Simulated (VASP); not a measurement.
# Bi: single point with PBE

Bi:

```
Bi
1.0
     0.00000    1.85393    1.85393
     1.85393    0.00000    1.85393
     1.85393    1.85393    0.00000
Bi
1
Direct
  0.00000 0.00000 0.00000
```

This cell differs from its parent crystal: volume scaled by 0.4.

```
Program                : VASP 6.6.1
Task                   : single point
Functional             : PBE
Potentials or basis    : VASP PAW PBE potentials, release 64 (Bi_d)
Cutoff                 : 520 eV
k mesh                 : 14 × 14 × 14
Occupations            : fermi-dirac, width 0.05 eV
Spin                   : no spin polarisation
Dipole correction      : no
Further INCAR settings : ALGO = Normal; EDIFF = 1e-07; NBANDS = 14
```

```
Pressure : 400.4 GPa
```

Levels at points of the mesh, in eV from the Fermi level:
| k point | band 3 | band 4 | band 5 | band 6 | band 7 | band 8 | band 9 | band 10 | band 11 | band 12 |
| --- | --- | --- | --- | --- | --- | --- | --- | --- | --- | --- |
| (0.00, 0.00, 0.00) | -26.32 | -25.25 | -25.25 | -24.78 | 5.22 | 9.78 | 9.78 | 9.78 | 17.48 | 18.46 |
| (0.50, 0.00, 0.00) | -26.26 | -24.37 | -24.37 | -13.54 | -13.03 | 4.98 | 7.25 | 7.25 | 15.42 | 15.42 |
| (0.50, 0.50, 0.00) | -24.40 | -24.15 | -24.15 | -11.47 | -8.94 | -0.82 | -0.82 | 6.87 | 8.05 | 19.07 |

Wall time 32 s on 1 thread of Intel(R) Xeon(R) Platinum 8375C CPU @ 2.90GHz (Ice Lake) (shared host), peak memory 0.13 GiB.

Caveat: spin-orbit coupling is left out, which moves the levels of the heavy elements.
